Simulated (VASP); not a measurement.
Set up this calculation in VASP 6.6.1, as the native input.

```yaml
Task: single point
Functional: PBEsol
Potentials_or_basis: VASP PAW PBE potentials, release 64 (Al, N)
Cutoff: 520 eV
k_mesh: 9 × 9 × 6
Occupations: gaussian, width 0.05 eV
Spin: no spin polarisation
Dipole_correction: no
Further_INCAR_settings: ALGO = Normal; EDIFF = 1e-06; NBANDS = 16
```

The structure of AlN lies in POSCAR:

```
AlN
1.0
    3.2148250719      0.0000000000      0.0000000000
   -1.6074125360      2.7841201809      0.0000000000
    0.0000000000      0.0000000000      3.8420374434
Al N
2 2
Direct
    0.3333333333      0.6666666667      0.7500000000
    0.6666666667      0.3333333333      0.2500000000
    0.3333333333      0.6666666667      0.2500000000
    0.6666666667      0.3333333333      0.7500000000
```

This cell differs from its parent crystal: volume 8.597 Å^3 an atom, c/a of the conventional cell 1.1951.

One way to write it, as run:

INCAR

```
SYSTEM = AlN
PREC = Accurate ; ENCUT = 520
EDIFF = 1E-6 ; ISMEAR = 0
SIGMA = 0.05 ; LREAL = .FALSE.
LASPH = .TRUE. ; NELM = 60
ALGO = Normal ; ISIF = 2
LWAVE = .FALSE. ; LCHARG = .FALSE.
GGA = PS ; NBANDS = 16
```

KPOINTS

```
Automatic mesh
0
G
  9 9 6
  0 0 0
```

Potentials or basis: VASP PAW PBE potentials, release 64 (Al, N).

Command:

```bash
$ cat potpaw_PBE.64/Al/POTCAR potpaw_PBE.64/N/POTCAR > POTCAR
$ mpirun -np 1 vasp_std > vasp.out
```

Results of the run:

| Item | Value |
| --- | --- |
| Pressure | 35.3 GPa |
| Band gap on the k mesh | 4.30 eV, direct |

Caveat: the PAW data sets were made with another functional, which shifts forces and pressure a little.

Wall time 13 s on 1 thread of Intel Xeon 6975P-C (shared host), peak memory 0.15 GiB.
